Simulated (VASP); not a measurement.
The system is InP.

```
CELL_PARAMETERS angstrom
0.00000 2.96906 2.96906
2.96906 0.00000 2.96906
2.96906 2.96906 0.00000
ATOMIC_POSITIONS crystal
In 0.00000 0.00000 0.00000
P 0.75000 0.75000 0.75000
```

This cell differs from its parent crystal: volume scaled by 1.04.

Base run:

```yaml
Program: VASP 6.6.1
Functional: PBEsol
Potentials_or_basis: VASP PAW PBE potentials, release 64 (In_d, P)
Cutoff: 520 eV
k_mesh: 8 × 8 × 8
Occupations: fermi-dirac, width 0.05 eV
Spin: no spin polarisation
```

Its results: band gap on the k mesh 0.40 eV, direct; pressure -1.9 GPa.

Question: The run is repeated on the same cell with these changes: functional from PBEsol to revPBE. What comes out?

Answer: Band gap on the k mesh 0.59 eV, direct; pressure 1.8 GPa.

revPBE binds less tightly than PBEsol, so the same cell stands under more pressure.

Caveats: the PAW data sets were made with another functional, which shifts forces and pressure a little; spin-orbit coupling is left out, which moves the levels of the heavy elements.

